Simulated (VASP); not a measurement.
# Be24Cl in VASP: relaxation of the atoms with LDA

Aim: the relaxation of the atoms of Be24Cl with LDA.

All numbers are computed with VASP 6.6.1; they aren't measurements. Logs are shortened: lines on timing, memory, paths and dates and some standing lists are left out, and cuts for length are marked.

## (1) The cell of the first run

The cell holds a slab with vacuum, 25 atoms: a = 4.452 Å, b = 7.033 Å, c = 19.800 Å, α = 90.00°, β = 90.00°, γ = 90.00°.

## (2) Relaxation of the atoms, LDA

Input file INCAR:

```
ALGO = Normal
DIPOL = 0.5 0.5 0.321
EDIFF = 1E-7
EDIFFG = -0.025
ENCUT = 520
GGA = CA
GGA_COMPAT = F
IBRION = 2
IDIPOL = 3
ISIF = 2
ISMEAR = 0
KPAR = 4
LASPH = T
LCHARG = F
LDIPOL = T
LREAL = F
LWAVE = F
NELM = 120
NELMDL = -8
NELMIN = 4
NSW = 36
PREC = Accurate
SIGMA = 0.1
```

Input file KPOINTS:

```
k-points
0
Gamma
  6 4 1
```

Input file POSCAR:

```
Be24Cl
1.0
    4.4524297778      0.0000000000      0.0000000000
    0.0000000000      7.0331519559      0.0000000000
    0.0000000000      0.0000000000     19.7998741415
Be Cl
24 1
Selective dynamics
Direct
    0.0000000000      0.3750000000      0.2020214862  F F F
    0.0000000000      0.8750000000      0.2020214862  F F F
    0.5000000000      0.3750000000      0.2020214862  F F F
    0.5000000000      0.8750000000      0.2020214862  F F F
    0.2500000000      0.1250000000      0.2344789088  F F F
    0.2500000000      0.6250000000      0.2344789088  F F F
    0.7500000000      0.1250000000      0.2344789088  F F F
    0.7500000000      0.6250000000      0.2344789088  F F F
    0.2500000000      0.3750000000      0.2993937541  F F F
    0.2500000000      0.8750000000      0.2993937541  F F F
    0.7500000000      0.3750000000      0.2993937541  F F F
    0.7500000000      0.8750000000      0.2993937541  F F F
    0.0000000000      0.1250000000      0.3261495625  F F F
    0.0000000000      0.6250000000      0.3261495625  F F F
    0.5000000000      0.1250000000      0.3261495625  F F F
    0.5000000000      0.6250000000      0.3261495625  F F F
    0.0000000000      0.3750000000      0.3969669015  F F F
    0.0000000000      0.8750000000      0.3969669015  F F F
    0.5000000000      0.3750000000      0.3969669015  F F F
    0.5000000000      0.8750000000      0.3969669015  F F F
    0.2500000000      0.1250000000      0.4191882273  F F F
    0.2500000000      0.6250000000      0.4191882273  F F F
    0.7500000000      0.1250000000      0.4191882273  F F F
    0.7500000000      0.6250000000      0.4191882273  F F F
    0.5000000000      0.1250000000      0.5007334421  F F T
```

Potentials or basis: VASP PAW LDA potentials, release 64 (Be, Cl).

Run with:

```sh
> cat potpaw_LDA.64/Be/POTCAR potpaw_LDA.64/Cl/POTCAR > POTCAR
> mpirun -np 4 vasp_std > vasp.out
```

OUTCAR:

```text
EDIFF = 1E-7
   EDIFFG = -0.025
   ENCUT = 520
   GGA = CA
   IBRION = 2
   ISIF = 2
   ISMEAR = 0
   LASPH = T
   LREAL = F
   NELM = 120
   NELMDL = -8
   NELMIN = 4
   NSW = 36
   PREC = Accurate

 ion  position               nearest neighbor table
   1  0.000  0.375  0.202-   5 2.18   6 2.18   7 2.18   8 2.18   3 2.23   3 2.23  11 2.23   9 2.23

   2  0.000  0.875  0.202-   5 2.18   6 2.18   7 2.18   8 2.18   4 2.23   4 2.23  12 2.23  10 2.23

   3  0.500  0.375  0.202-   5 2.18   6 2.18   7 2.18   8 2.18   1 2.23   1 2.23  11 2.23   9 2.23
[... 39 lines left out ...]
  23  0.750  0.125  0.419-  25 1.96  18 2.13  19 2.13  20 2.13  17 2.13  15 2.15  13 2.15  21 2.23
                            21 2.23
  24  0.750  0.625  0.419-  17 2.13  18 2.13  19 2.13  20 2.13  14 2.15  16 2.15  22 2.23  22 2.23

  25  0.500  0.125  0.501-  21 1.96  23 1.96

  LATTYP: Found a simple orthorhombic cell.
 ALAT       =     4.4524297778
 B/A-ratio  =     1.5796210849
 C/A-ratio  =     4.4469817896

  Lattice vectors:

 A1 = (   4.4524297778,   0.0000000000,   0.0000000000)
 A2 = (   0.0000000000,   7.0331519559,   0.0000000000)
 A3 = (   0.0000000000,   0.0000000000,  19.7998741415)

Analysis of symmetry for initial positions (statically):
=====================================================================
 Subroutine PRICEL returns:
 Original cell was already a primitive cell.

 Routine SETGRP: Setting up the symmetry group for a
 simple orthorhombic supercell.

 Subroutine GETGRP returns: Found  4 space group operations
 (whereof  2 operations were pure point group operations)
 out of a pool of  8 trial point group operations.

The static configuration has the point symmetry C_1h.
 The point group associated with its full space group is C_2v.

Analysis of symmetry for dynamics (positions and initial velocities):
=====================================================================
 Subroutine PRICEL returns:
 Original cell was already a primitive cell.

 Routine SETGRP: Setting up the symmetry group for a
 simple orthorhombic supercell.

 Subroutine GETGRP returns: Found  4 space group operations
 (whereof  2 operations were pure point group operations)
 out of a pool of  8 trial point group operations.

The dynamic configuration has the point symmetry C_1h.
 The point group associated with its full space group is C_2v.

Analysis of constrained symmetry for selective dynamics:
=====================================================================
 Subroutine PRICEL returns:
 Original cell was already a primitive cell.

 Routine SETGRP: Setting up the symmetry group for a
 simple orthorhombic supercell.

 Subroutine GETGRP returns: Found  4 space group operations
 (whereof  2 operations were pure point group operations)
 out of a pool of  8 trial point group operations.

The constrained configuration has the point symmetry C_1h.
 The point group associated with its full space group is C_2v.

 Subroutine INISYM returns: Found  4 space group operations
 (whereof  2 operations are pure point group operations),
 and found     1 'primitive' translations

----------------------------------------------------------------------------------------

                                     Primitive cell

  volume of cell :     620.0254

  direct lattice vectors                    reciprocal lattice vectors
     4.452429778  0.000000000  0.000000000     0.224596468  0.000000000  0.000000000
     0.000000000  7.033151956  0.000000000     0.000000000  0.142183761  0.000000000
     0.000000000  0.000000000 19.799874141     0.000000000  0.000000000  0.050505372

  length of vectors
     4.452429778  7.033151956 19.799874141     0.224596468  0.142183761  0.050505372

  position of ions in fractional coordinates (direct lattice)
     0.000000000  0.375000000  0.202021486
     0.000000000  0.875000000  0.202021486
     0.500000000  0.375000000  0.202021486
     0.500000000  0.875000000  0.202021486
     0.250000000  0.125000000  0.234478909
[... 60 lines left out ...]
     0.037432745  0.000000000  0.000000000     0.166666667  0.000000000  0.000000000
     0.000000000  0.035545940  0.000000000     0.000000000  0.250000000  0.000000000
     0.000000000  0.000000000  0.050505372     0.000000000  0.000000000  1.000000000

  Length of vectors
     0.037432745  0.035545940  0.050505372

  Shift w.r.t. Gamma in fractional coordinates (k-lattice)
     0.000000000  0.000000000  0.000000000

 Subroutine IBZKPT returns following result:
 ===========================================

 Found     12 irreducible k-points:

 Following reciprocal coordinates:
            Coordinates               Weight
  0.000000  0.000000  0.000000      1.000000
  0.166667  0.000000  0.000000      2.000000
  0.333333  0.000000  0.000000      2.000000
  0.500000  0.000000  0.000000      1.000000
  0.000000  0.250000  0.000000      2.000000
  0.166667  0.250000  0.000000      4.000000
  0.333333  0.250000  0.000000      4.000000
  0.500000  0.250000  0.000000      2.000000
  0.000000  0.500000  0.000000      1.000000
  0.166667  0.500000  0.000000      2.000000
  0.333333  0.500000  0.000000      2.000000
  0.500000  0.500000  0.000000      1.000000
   k-points           NKPTS =     12   k-points in BZ     NKDIM =     12   number of bands    NBANDS=     40
   number of dos      NEDOS =    301   number of ions     NIONS =     25
   total plane-waves  NPLWV = 291600
   dimension x,y,z NGX =    36 NGY =   54 NGZ =  150
   dimension x,y,z NGXF=    72 NGYF=  108 NGZF=  300
   ions per type =              24   1
   NGX,Y,Z   is equivalent  to a cutoff of  13.44, 12.76, 12.59 a.u.
   NGXF,Y,Z  is equivalent  to a cutoff of  26.88, 25.53, 25.19 a.u.
 SYSTEM =  unknown system
   PREC   = accura    normal or accurate (medium, high low for compatibility)
   ISTART =      0    job   : 0-new  1-cont  2-samecut
   ICHARG =      2    charge: 1-file 2-atom 10-const
   ISPIN  =      1    spin polarized calculation?
   LNONCOLLINEAR =      F non collinear calculations
   LSORBIT =      F    spin-orbit coupling
   LASPH  =      T    aspherical Exc in radial PAW
   ENCUT  =  520.0 eV  38.22 Ry    6.18 a.u.   8.28 13.08 36.81*2*pi/ulx,y,z
   NELM   =    120;   NELMIN=  4; NELMDL= -8     # of ELM steps
   EDIFF  = 0.1E-06   stopping-criterion for ELM
   LREAL  =      F    real-space projection
   EDIFFG = -.3E-01   stopping-criterion for IOM
   NSW    =     36    number of steps for IOM
   IBRION =      2    ionic relax: 0-MD 1-quasi-New 2-CG
   NFREE  =      1    steps in history (QN), initial steepest desc. (CG)
   ISIF   =      2    stress and relaxation
   ISYM   =      2    0-nonsym 1-usesym 2-fastsym
   POTIM  = 0.5000    time-step for ionic-motion
   TEBEG  =    0.0;   TEEND  =   0.0 temperature during run
   PSTRESS=    0.0 pullay stress
   NELECT =      55.0000    total number of electrons
   NUPDOWN=      -1.0000    fix difference up-down
   EMIN   =  10.00;   EMAX   =-10.00  energy-range for DOS
   EFERMI =   0.00;   METHOD = LEGACY
   ISMEAR =     0;   SIGMA  =   0.10  broadening in eV -4-tet -1-fermi 0-gaus
   EFERMI_NEDOS =   21; number of points for ismear=-14 and -15
   IALGO  =     38    algorithm
   IMIX   =      4    mixing-type and parameters
     AMIX     =   0.40;   BMIX     =  1.00
     AMIX_MAG =   1.60;   BMIX_MAG =  1.00
  volume/ion in A,a.u.               =      24.80       167.37
  Fermi-wavevector in a.u.,A,eV,Ry     =   0.730117  1.379721  7.252872  0.533071
  Thomas-Fermi vector in A             =   1.822008
   LORBIT       =      0    0 simple, 1 ext, 2 COOP (PROOUT), +10 PAW based schemes
   GGA     = CA    functional components
   LHFCALC =     F    Hartree Fock is set to
   AEXX    =    0.0000 exact exchange contribution
   IVDW    =     0    specifies the selected vdW correction
   LEPSILON=     F    determine dielectric tensor
   LRPA    =     F    only Hartree local field effects (RPA)
 conjugate gradient relaxation of ions
 non-spin polarized calculation
 Gauss-broadening in eV      SIGMA  =   0.10
  energy-cutoff  :      520.00
  volume of cell :      620.03
 maximum number of plane-waves:     16734
 NGX is ok and might be reduce to    36
   NGX = 17   NGY = 27   NGZ = 73

 dipolmoment           0.000000      0.000000     -0.048690 electrons x Angstroem

--------------------------------------- Ionic step        1  -------------------------------------------

 number of electron      54.9999998 magnetization

 Free energy of the ion-electron system (eV)
  ---------------------------------------------------
  ext. energy  EPLUGINS =         0.00000000
  ---------------------------------------------------
  free energy    TOTEN  =       -96.88056755 eV

  energy without entropy =      -96.86570028  energy(sigma->0) =      -96.87313392

------------------------ aborting loop because EDIFF is reached ----------------------------------------

  FORCE on cell =-STRESS in cart. coord.  units (eV):
  Direction    XX          YY          ZZ          XY          YZ          ZX
  --------------------------------------------------------------------------------------
  -------------------------------------------------------------------------------------
  Total        2.3016340     -3.5731981      2.5257209      0.0000000      0.0000000      0.0000000
  in kB        5.9475395     -9.2333260      6.5265916      0.0000000      0.0000000      0.0000000
  external PRESSURE =       1.0802684 kB  Pullay stress =       0.0000000 kB
[... 105 lines left out ...]
--------------------------------------- Ionic step        3  -------------------------------------------

 number of electron      54.9999998 magnetization

 dipolmoment           0.000000      0.000000      0.138419 electrons x Angstroem

 Free energy of the ion-electron system (eV)
  ---------------------------------------------------
  ext. energy  EPLUGINS =         0.00000000
  ---------------------------------------------------
  free energy    TOTEN  =       -96.96913662 eV

  energy without entropy =      -96.95552380  energy(sigma->0) =      -96.96233021

 E-fermi :  -1.1715     XC(G=0):  -4.4464

 val. band max:       -1.2075167551   @ k =   0.5000   0.5000   0.0000
 cond. band min:      -1.0948380561   @ k =   0.5000   0.5000   0.0000
 fundamental gap:      0.1126786990
 Fermi energy:        -1.1715186887

 k-point     1 :       0.0000    0.0000    0.0000
  band No.  band energies     occupation
      1     -17.1063      2.00000
      2     -11.4953      2.00000
      3      -9.4490      2.00000
      4      -9.3582      2.00000
      5      -9.3567      2.00000
      6      -7.4840      2.00000
[... 493 lines left out ...]
     38       3.5217      0.00000
     39       3.7511      0.00000
 [bands above 39 left out]

------------------------ aborting loop because EDIFF is reached ----------------------------------------

 vacuum level on the upper side and lower side of the slab       (xc-potential included)         0.384        -0.395

  FORCE on cell =-STRESS in cart. coord.  units (eV):
  Direction    XX          YY          ZZ          XY          YZ          ZX
  --------------------------------------------------------------------------------------
  -------------------------------------------------------------------------------------
  Total        1.6293722     -3.9070261     -0.1367029      0.0000000      0.0000000      0.0000000
  in kB        4.2103808    -10.0959544     -0.3532474      0.0000000      0.0000000      0.0000000
  external PRESSURE =      -2.0796070 kB  Pullay stress =       0.0000000 kB
[... 40 lines left out ...]
  FREE ENERGIE OF THE ION-ELECTRON SYSTEM (eV)
  ---------------------------------------------------
  free  energy   TOTEN  =       -96.9691366191 eV

  energy  without entropy=      -96.9555237986  energy(sigma->0) =      -96.96233021

 reached required accuracy - stopping structural energy minimisation

 vacuum level on the upper side and lower side of the slab         4.094         3.294
```

Run time: 8.6 min. Hardware: 4 MPI ranks of Intel Xeon Platinum 8488C (Sapphire Rapids), shared host; peak memory 0.65 GiB.

Results:

- Free energy: -96.9691 eV
- Energy gained by relaxing: 3.5 meV/atom
- Ionic steps: 3
- Band gap on the k mesh: zero (an odd number of electrons rules out a gap without spin polarisation)

Step by step:
| step | energy change (eV) | largest force on free atoms (eV/Å) | pressure (GPa) |
| --- | --- | --- | --- |
| 1 | 0.0000 | 1.4825 | 0.11 |
| 2 | -0.0727 | 0.5824 | -0.08 |
| 3 | -0.0886 | 0.0108 | -0.21 |

Final structure:
```
CELL_PARAMETERS angstrom
4.45243 0.00000 0.00000
0.00000 7.03315 0.00000
0.00000 0.00000 19.79987
ATOMIC_POSITIONS crystal
Be 0.00000 0.37500 0.20202
Be 0.00000 0.87500 0.20202
Be 0.50000 0.37500 0.20202
Be 0.50000 0.87500 0.20202
Be 0.25000 0.12500 0.23448
Be 0.25000 0.62500 0.23448
Be 0.75000 0.12500 0.23448
Be 0.75000 0.62500 0.23448
Be 0.25000 0.37500 0.29939
Be 0.25000 0.87500 0.29939
Be 0.75000 0.37500 0.29939
Be 0.75000 0.87500 0.29939
Be 0.00000 0.12500 0.32615
Be 0.00000 0.62500 0.32615
Be 0.50000 0.12500 0.32615
Be 0.50000 0.62500 0.32615
Be 0.00000 0.37500 0.39697
Be 0.00000 0.87500 0.39697
Be 0.50000 0.37500 0.39697
Be 0.50000 0.87500 0.39697
Be 0.25000 0.12500 0.41919
Be 0.25000 0.62500 0.41919
Be 0.75000 0.12500 0.41919
Be 0.75000 0.62500 0.41919
Cl 0.50000 0.12500 0.50724
```

Levels at points of the mesh, in eV from the Fermi level:
```tsv
k point	band 25	band 26	band 27	band 28	band 29	band 30
(0.00, 0.00, 0.00)	-1.70	-0.92	-0.06	0.08	0.26	0.83
(0.50, 0.00, 0.00)	-0.71	-0.30	0.80	0.80	1.38	1.51
(0.00, 0.50, 0.00)	-1.14	-1.01	-0.90	-0.74	0.22	0.50
(0.50, 0.50, 0.00)	-0.49	-0.13	-0.04	0.08	0.51	0.61
```

The gap in the log of VASP goes by the Fermi energy; the results here count the filled bands.